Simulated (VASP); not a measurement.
## ZrB2: single point with PBEsol

Crystal: ZrB2.

```
Zr B
1.0
     3.43929    0.00000    0.00000
    -1.71965    2.97851    0.00000
     0.00000    0.00000    3.18685
Zr B
1 2
Direct
  0.00000 0.00000 0.00000
  0.33333 0.66667 0.50000
  0.66667 0.33333 0.50000
```

- Program: VASP 6.6.1
- Task: single point
- Functional: PBEsol
- Potentials or basis: VASP PAW PBE potentials, release 64 (Zr_sv, B)
- Cutoff: 520 eV
- k mesh: 18 × 18 × 12
- Occupations: gaussian, width 0.15 eV
- Spin: no spin polarisation

```yaml
Pressure: -16.2 GPa
Band_gap_on_the_k_mesh: zero (bands 9 and 10 overlap by 1.59 eV)
```

Stress tensor (GPa, compression positive):
```
-33.76   0.00   0.00
  0.00 -33.76   0.00
  0.00   0.00  19.01
```

Levels at points of the mesh, in eV from the Fermi level:
| k point | band 5 | band 6 | band 7 | band 8 | band 9 | band 10 | band 11 | band 12 | band 13 | band 14 |
| --- | --- | --- | --- | --- | --- | --- | --- | --- | --- | --- |
| (0.00, 0.00, 0.00) | -11.98 | -3.42 | -3.42 | -1.92 | -0.49 | 2.24 | 3.52 | 3.52 | 4.06 | 4.06 |
| (0.50, 0.00, 0.00) | -8.60 | -8.25 | -2.99 | -2.63 | -2.03 | 2.83 | 3.19 | 3.39 | 3.89 | 7.09 |
| (0.00, 0.00, 0.50) | -9.41 | -6.51 | -1.22 | -1.22 | -0.97 | -0.97 | 0.85 | 0.85 | 3.44 | 4.78 |
| (0.50, 0.00, 0.50) | -9.32 | -6.09 | -4.81 | -3.86 | -2.26 | 3.42 | 4.34 | 5.25 | 6.74 | 7.21 |

It took 3.3 min on 1 thread of AMD EPYC 7R43 64-Core Processor (Zen 3), on a shared host, peak memory 0.21 GiB.

Caveat: the stress differs along the axes, from -34 to 19 GPa; the PAW data sets were made with another functional, which shifts forces and pressure a little.
